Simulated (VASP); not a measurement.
# BaH2 (P6_3/mmc) in VASP: a series of runs

BaH2 is run at these levels: r2SCAN; tasks: single point, relaxation of cell and atoms.

All numbers are computed with VASP 6.6.1; they aren't measurements. Logs are shortened: lines on timing, memory, paths and dates and some standing lists are left out, and cuts for length are marked.

## 1. The cell of the first run

It takes space group P6_3/mmc (No. 194, hexagonal). The conventional cell has a = 4.173 Å, b = 4.173 Å, c = 5.288 Å, α = 90.00°, β = 90.00°, γ = 120.00°. Ba (site symmetry -6m2) has 11 H at 2.41 to 2.75 Å within 3.2 Å. H (site symmetry -6m2) has 5 Ba at 2.41 to 2.64 Å and 6 H at 2.75 Å within 3.2 Å. H (site symmetry -3m) has 8 H at 2.64 to 2.75 Å and 6 Ba at 2.75 Å within 3.5 Å.

## 2. Single point, r2SCAN

POSCAR reads:

```
BaH2
1.0
    4.1726668501      0.0000000000      0.0000000000
   -2.0863334250      3.6136354937      0.0000000000
    0.0000000000      0.0000000000      5.2876941421
Ba H
2 4
Direct
    0.6666666667      0.3333333333      0.7500000000
    0.3333333333      0.6666666667      0.2500000000
    0.3333333333      0.6666666667      0.7500000000
    0.6666666667      0.3333333333      0.2500000000
    0.0000000000      0.0000000000      0.5000000000
    0.0000000000      0.0000000000      0.0000000000
```

INCAR.step1 reads:

```
PREC = Accurate
ENCUT = 520
ISMEAR = 0
SIGMA = 0.01
LREAL = F
LASPH = T
NELM = 100
NBANDS = 21
GGA = PE
ALGO = Normal
EDIFF = 1E-4
LWAVE = T
LCHARG = F
```

INCAR.step2 reads:

```
PREC = Accurate
ENCUT = 520
EDIFF = 1E-6
ISMEAR = 0
SIGMA = 0.01
LREAL = F
LASPH = T
NELM = 100
ALGO = Normal
ISIF = 2
LWAVE = F
LCHARG = T
METAGGA = R2SCAN
LMIXTAU = T
LELF = T
LVHAR = T
NBANDS = 21
ISTART = 1
```

KPOINTS reads:

```
Automatic mesh
0
Gamma
  9 9 6
```

Potentials or basis: VASP PAW PBE potentials, release 64 (Ba_sv, H).

On the command line:

```
cat potpaw_PBE.64/Ba_sv/POTCAR potpaw_PBE.64/H/POTCAR > POTCAR
cp INCAR.step1 INCAR
mpirun -np 1 vasp_std > vasp.out
cp INCAR.step2 INCAR
mpirun -np 1 vasp_std > vasp.out
```

OUTCAR:

```text
PREC = Accurate
   ENCUT = 520
   EDIFF = 1E-6
   ISMEAR = 0
   LREAL = F
   LASPH = T
   NELM = 100
   ISIF = 2
   METAGGA = R2SCAN
   ISTART = 1

 ion  position               nearest neighbor table
   1  0.667  0.333  0.750-   3 2.41   3 2.41   3 2.41   4 2.64   4 2.64   5 2.75   6 2.75   5 2.75
                             6 2.75   5 2.75   6 2.75   2 3.58   2 3.58   2 3.58   2 3.58   2 3.58
   2  0.333  0.667  0.250-   4 2.41   4 2.41   4 2.41   3 2.64   3 2.64   5 2.75   6 2.75   6 2.75
                             5 2.75   6 2.75   5 2.75   1 3.58   1 3.58   1 3.58   1 3.58   1 3.58
   3  0.333  0.667  0.750-   1 2.41   1 2.41   1 2.41   2 2.64   2 2.64
   4  0.667  0.333  0.250-   2 2.41   2 2.41   2 2.41   1 2.64   1 2.64
   5  0.000  0.000  0.500-   1 2.75   2 2.75   2 2.75   1 2.75   1 2.75   2 2.75
   6  0.000  0.000  0.000-   1 2.75   2 2.75   2 2.75   1 2.75   1 2.75   2 2.75

  LATTYP: Found a hexagonal cell.
 ALAT       =     4.1726668501
 C/A-ratio  =     1.2672217390

  Lattice vectors:

 A1 = (   4.1726668501,   0.0000000000,   0.0000000000)
 A2 = (  -2.0863334250,   3.6136354937,   0.0000000000)
 A3 = (   0.0000000000,   0.0000000000,   5.2876941421)

Analysis of symmetry for initial positions (statically):
=====================================================================
 Subroutine PRICEL returns:
 Original cell was already a primitive cell.

 Routine SETGRP: Setting up the symmetry group for a
 hexagonal supercell.

 Subroutine GETGRP returns: Found 24 space group operations
 (whereof 12 operations were pure point group operations)
 out of a pool of 24 trial point group operations.

The static configuration has the point symmetry D_3d.
 The point group associated with its full space group is D_6h.

Analysis of symmetry for dynamics (positions and initial velocities):
=====================================================================
 Subroutine PRICEL returns:
 Original cell was already a primitive cell.

 Routine SETGRP: Setting up the symmetry group for a
 hexagonal supercell.

 Subroutine GETGRP returns: Found 24 space group operations
 (whereof 12 operations were pure point group operations)
 out of a pool of 24 trial point group operations.

The dynamic configuration has the point symmetry D_3d.
 The point group associated with its full space group is D_6h.

 Subroutine INISYM returns: Found 24 space group operations
 (whereof 12 operations are pure point group operations),
 and found     1 'primitive' translations

----------------------------------------------------------------------------------------

                                     Primitive cell

  volume of cell :      79.7305

  direct lattice vectors                    reciprocal lattice vectors
     4.172666850  0.000000000  0.000000000     0.239654886  0.138364813  0.000000000
    -2.086333425  3.613635494  0.000000000     0.000000000  0.276729626  0.000000000
     0.000000000  0.000000000  5.287694142     0.000000000  0.000000000  0.189118352

  length of vectors
     4.172666850  4.172666850  5.287694142     0.276729626  0.276729626  0.189118352

  position of ions in fractional coordinates (direct lattice)
     0.666666667  0.333333333  0.750000000
     0.333333333  0.666666667  0.250000000
     0.333333333  0.666666667  0.750000000
     0.666666667  0.333333333  0.250000000
     0.000000000  0.000000000  0.500000000
     0.000000000  0.000000000  0.000000000

  ion indices of the primitive-cell ions
   primitive index   ion index
                 1           1
                 2           2
                 3           3
                 4           4
                 5           5
                 6           6

----------------------------------------------------------------------------------------

 KPOINTS: Automatic mesh

Automatic generation of k-mesh.
 Grid dimensions read from file:
 generate k-points for:    9    9    6

 Generating k-lattice:

  Cartesian coordinates                     Fractional coordinates (reciprocal lattice)
     0.026628321  0.015373868  0.000000000     0.111111111 -0.000000000  0.000000000
     0.000000000  0.030747736  0.000000000     0.000000000  0.111111111  0.000000000
     0.000000000  0.000000000  0.031519725     0.000000000  0.000000000  0.166666667

  Length of vectors
     0.030747736  0.030747736  0.031519725

  Shift w.r.t. Gamma in fractional coordinates (k-lattice)
     0.000000000  0.000000000  0.000000000

 Subroutine IBZKPT returns following result:
 ===========================================

 Found     48 irreducible k-points:

 Following reciprocal coordinates:
            Coordinates               Weight
  0.000000  0.000000  0.000000      1.000000
  0.111111  0.000000  0.000000      6.000000
  0.222222  0.000000  0.000000      6.000000
  0.333333  0.000000  0.000000      6.000000
  0.444444  0.000000  0.000000      6.000000
  0.111111  0.111111  0.000000      6.000000
[... 16 lines left out ...]
  0.333333  0.222222  0.166667     24.000000
  0.333333  0.333333  0.166667      4.000000
 [... further k-points ...]
   k-points           NKPTS =     48   k-points in BZ     NKDIM =     48   number of bands    NBANDS=     21
   number of dos      NEDOS =    301   number of ions     NIONS =      6
   total plane-waves  NPLWV =  40960
   dimension x,y,z NGX =    32 NGY =   32 NGZ =   40
   dimension x,y,z NGXF=    64 NGYF=   64 NGZF=   80
   ions per type =               2   4
   NGX,Y,Z   is equivalent  to a cutoff of  12.75, 12.75, 12.58 a.u.
   NGXF,Y,Z  is equivalent  to a cutoff of  25.50, 25.50, 25.15 a.u.
 SYSTEM =  unknown system
   PREC   = accura    normal or accurate (medium, high low for compatibility)
   ISTART =      1    job   : 0-new  1-cont  2-samecut
   ICHARG =      0    charge: 1-file 2-atom 10-const
   ISPIN  =      1    spin polarized calculation?
   LNONCOLLINEAR =      F non collinear calculations
   LSORBIT =      F    spin-orbit coupling
   LASPH  =      T    aspherical Exc in radial PAW
   ENCUT  =  520.0 eV  38.22 Ry    6.18 a.u.   7.76  7.76  9.83*2*pi/ulx,y,z
   NELM   =    100;   NELMIN=  2; NELMDL=  0     # of ELM steps
   EDIFF  = 0.1E-05   stopping-criterion for ELM
   LREAL  =      F    real-space projection
   EDIFFG = 0.1E-04   stopping-criterion for IOM
   NSW    =      0    number of steps for IOM
   IBRION =     -1    ionic relax: 0-MD 1-quasi-New 2-CG
   NFREE  =      0    steps in history (QN), initial steepest desc. (CG)
   ISIF   =      2    stress and relaxation
   ISYM   =      2    0-nonsym 1-usesym 2-fastsym
   POTIM  = 0.5000    time-step for ionic-motion
   TEBEG  =    0.0;   TEEND  =   0.0 temperature during run
   PSTRESS=    0.0 pullay stress
   NELECT =      24.0000    total number of electrons
   NUPDOWN=      -1.0000    fix difference up-down
   EMIN   =  10.00;   EMAX   =-10.00  energy-range for DOS
   EFERMI =   0.00;   METHOD = LEGACY
   ISMEAR =     0;   SIGMA  =   0.01  broadening in eV -4-tet -1-fermi 0-gaus
   EFERMI_NEDOS =   21; number of points for ismear=-14 and -15
   IALGO  =     38    algorithm
   IMIX   =      4    mixing-type and parameters
     AMIX     =   0.40;   BMIX     =  1.00
     AMIX_MAG =   1.60;   BMIX_MAG =  1.00
  volume/ion in A,a.u.               =      13.29        89.67
  Fermi-wavevector in a.u.,A,eV,Ry     =   1.097161  2.073334 16.378187  1.203763
  Thomas-Fermi vector in A             =   2.233516
   LORBIT       =      0    0 simple, 1 ext, 2 COOP (PROOUT), +10 PAW based schemes
   METAGGA = R2SCAN    functional components
   LHFCALC =     F    Hartree Fock is set to
   AEXX    =    0.0000 exact exchange contribution
   IVDW    =     0    specifies the selected vdW correction
   LEPSILON=     F    determine dielectric tensor
   LRPA    =     F    only Hartree local field effects (RPA)
 non-spin polarized calculation
 Gauss-broadening in eV      SIGMA  =   0.01
  energy-cutoff  :      520.00
  volume of cell :       79.73
 maximum number of plane-waves:      2197
 NGX is ok and might be reduce to    32
   NGX = 15   NGY = 15   NGZ = 19

 number of electron      23.9999998 magnetization

 Free energy of the ion-electron system (eV)
  ---------------------------------------------------
  ext. energy  EPLUGINS =         0.00000000
  ---------------------------------------------------
  free energy    TOTEN  =       -69.31988227 eV

  energy without entropy =      -69.31988227  energy(sigma->0) =      -69.31988227

 E-fermi :   2.3561     XC(G=0): -10.2214

 val. band max:        2.2284382128   @ k =   0.0000   0.0000   0.0000
 cond. band min:       4.5635825609   @ k =   0.3333   0.3333   0.5000
 fundamental gap:      2.3351443482
 Fermi energy:         2.3560547970

 k-point     1 :       0.0000    0.0000    0.0000
  band No.  band energies     occupation
      1     -25.4739      2.00000
      2     -24.8900      2.00000
      3     -11.4231      2.00000
      4      -9.9911      2.00000
      5      -9.9911      2.00000
      6      -9.3763      2.00000
[... 13 lines left out ...]
     20       9.2013      0.00000
     21       9.2159      0.00000

 k-point     2 :       0.1111    0.0000    0.0000
  band No.  band energies     occupation
      1     -25.4495      2.00000
      2     -24.8960      2.00000
      3     -11.3590      2.00000
      4     -10.1132      2.00000
      5     -10.0413      2.00000
      6      -9.5323      2.00000
[... 13 lines left out ...]
     20       9.6775      0.00000
     21       9.9940      0.00000

 k-point     3 :       0.2222    0.0000    0.0000
  band No.  band energies     occupation
      1     -25.3826      2.00000
      2     -24.9162      2.00000
      3     -11.1770      2.00000
      4     -10.4277      2.00000
      5     -10.1551      2.00000
      6      -9.8565      2.00000
[... 13 lines left out ...]
     20      10.6851      0.00000
     21      11.2755      0.00000
[... 457 lines left out ...]
 k-point    23 :       0.3333    0.2222    0.1667
  band No.  band energies     occupation
      1     -25.1534      2.00000
      2     -25.0383      2.00000
      3     -11.0724      2.00000
      4     -10.8289      2.00000
      5     -10.6068      2.00000
      6     -10.0012      2.00000
[... 13 lines left out ...]
     20      10.6151      0.00000
     21      11.1520      0.00000

 k-point    24 :       0.3333    0.3333    0.1667
  band No.  band energies     occupation
      1     -25.0909      2.00000
      2     -25.0909      2.00000
      3     -10.8709      2.00000
      4     -10.8709      2.00000
      5     -10.8648      2.00000
      6      -9.8024      2.00000
[... 13 lines left out ...]
     20      11.1826      0.00000
     21      11.1826      0.00000

 [... further k-points ...]
[... 5 lines left out ...]
  --------------------------------------------------------------------------------------
  -------------------------------------------------------------------------------------
  Total        7.2848880      7.2848880      7.4342320      0.0000000      0.0000000     -0.0000000
  in kB      146.3892151    146.3892151    149.3902695      0.0000000      0.0000000     -0.0000000
  external PRESSURE =     147.3895666 kB  Pullay stress =       0.0000000 kB

 VOLUME and BASIS-vectors are now :
 -----------------------------------------------------------------------------
  energy-cutoff  :      520.00
  volume of cell :       79.73
      direct lattice vectors                 reciprocal lattice vectors
     4.172666850  0.000000000  0.000000000     0.239654886  0.138364813  0.000000000
    -2.086333425  3.613635494  0.000000000     0.000000000  0.276729626  0.000000000
     0.000000000  0.000000000  5.287694142     0.000000000  0.000000000  0.189118352

 POSITION                                       TOTAL-FORCE (eV/Angst)
 -----------------------------------------------------------------------------------
      2.08633      1.20455      3.96577         0.000000     -0.000000      0.000000
     -0.00000      2.40909      1.32192        -0.000000      0.000000      0.000000
     -0.00000      2.40909      3.96577         0.000000     -0.000000     -0.000000
      2.08633      1.20455      1.32192        -0.000000      0.000000      0.000000
      0.00000      0.00000      2.64385        -0.000000     -0.000000      0.000000
      0.00000      0.00000      0.00000        -0.000000     -0.000000      0.000000
 -----------------------------------------------------------------------------------
    total drift:                               -0.000000      0.000000     -0.000000

  FREE ENERGIE OF THE ION-ELECTRON SYSTEM (eV)
  ---------------------------------------------------
  free  energy   TOTEN  =       -69.3198822651 eV

  energy  without entropy=      -69.3198822651  energy(sigma->0) =      -69.31988227
```

Wall time 1.9 min (1 thread of Intel Xeon 6975P-C (Granite Rapids), shared host); peak memory 0.24 GiB.

Results:

```
Free energy            : -69.3199 eV
Pressure               : 14.7 GPa
Band gap on the k mesh : 2.34 eV, indirect (least direct gap 2.93 eV)
```

Stress tensor (GPa, compression positive):
```
14.64  0.00  0.00
 0.00 14.64  0.00
 0.00  0.00 14.94
```

Caveat: the PAW data sets were made with another functional, which shifts forces and pressure a little; spin-orbit coupling is left out, which moves the levels of the heavy elements. A k mesh can miss the band edges.

## 3. Relaxation of cell and atoms, r2SCAN, target pressure 13 GPa, at which the enthalpy is minimised

POSCAR: that of step 2 with these lines changed.

```diff
@@ -2,5 +2,5 @@
 1.0
-    4.1726668501      0.0000000000      0.0000000000
-   -2.0863334250      3.6136354937      0.0000000000
-    0.0000000000      0.0000000000      5.2876941421
+    4.1737119590      0.0000000000      0.0000000000
+   -2.0868559795      3.6145405846      0.0000000000
+    0.0000000000      0.0000000000      5.2882115978
 Ba H
```

INCAR.step1 reads:

```
PREC = Accurate ; ENCUT = 600
ISMEAR = 0 ; SIGMA = 0.01
LREAL = False ; LASPH = True
NELM = 100 ; GGA = PE
ALGO = Normal ; EDIFF = 1E-4
LWAVE = True ; LCHARG = False
```

INCAR.step2 reads:

```
PREC = Accurate ; ENCUT = 600
EDIFF = 1E-6 ; ISMEAR = 0
SIGMA = 0.01 ; LREAL = False
LASPH = True ; NELM = 100
ALGO = Normal ; ISIF = 3
LWAVE = False ; LCHARG = False
METAGGA = R2SCAN ; LMIXTAU = True
IBRION = 2 ; NSW = 80
EDIFFG = -0.002 ; PSTRESS = 130.0
ISTART = 1
```

KPOINTS reads:

```
regular mesh
0
Gamma
  9 9 6
```

Potentials or basis: VASP PAW PBE potentials, release 64 (Ba_sv, H).

On the command line:

```
cat potpaw_PBE.64/Ba_sv/POTCAR potpaw_PBE.64/H/POTCAR > POTCAR
cp INCAR.step1 INCAR
mpirun -np 1 vasp_std > vasp.out
cp INCAR.step2 INCAR
mpirun -np 1 vasp_std > vasp.out
```

It took 5.9 min on 1 thread of Intel Xeon 6975P-C (Granite Rapids), shared host; peak memory 0.3 GiB.

The run converged. Its results:

```
Free energy                                            : -69.4780 eV
Relaxed volume                                         : 13.59 Å³/atom
Relaxed cell                                           : a = 4.195 Å, b = 4.195 Å, c = 5.348 Å, α = 90.00°, β = 90.00°, γ = 120.00°
Space group after relaxing (to 0.05 Å)                 : P6_3/mmc (No. 194)
Energy change on relaxing (the enthalpy is what falls) : -25.1 meV/atom
Ionic steps                                            : 5
Pressure after relaxing                                : 13.0 GPa
Band gap on the k mesh                                 : 2.36 eV, indirect (least direct gap 2.96 eV)
```

Step by step:
```tsv
step	energy change (eV)	largest force (eV/Å)	pressure (GPa)	volume (Å³)
1	0.0000	0.0000	14.76	79.78
2	-0.1469	0.0000	12.98	81.47
3	-0.1469	0.0000	12.99	81.48
4	-0.1488	0.0000	13.00	81.49
5	-0.1505	0.0000	13.01	81.51
```

Final structure:
```xyz
6
Lattice="4.1950 0.0000 0.0000 -2.0975 3.6330 0.0000 0.0000 0.0000 5.3484" Properties=species:S:1:pos:R:3 pbc="T T T"
Ba    2.0975    1.2110    4.0113
Ba    0.0000    2.4220    1.3371
H     0.0000    2.4220    4.0113
H     2.0975    1.2110    1.3371
H     0.0000    0.0000    2.6742
H     0.0000    0.0000    0.0000
```

Levels at points of the mesh, in eV from the valence-band top:
```tsv
k point	band 10	band 11	band 12	band 13	band 14	band 15
(0.00, 0.00, 0.00)	-3.83	-0.27	0.00	3.17	3.17	4.41
(0.00, 0.00, 0.50)	-3.26	-0.60	-0.60	2.86	2.86	2.86
```

Caveat: the cell is relaxed towards a set pressure, so the enthalpy falls and the energy may rise; the PAW data sets were made with another functional, which shifts forces and pressure a little; spin-orbit coupling is left out, which moves the levels of the heavy elements. r2SCAN opens gaps a little over a GGA but as a rule still falls short of measured ones.
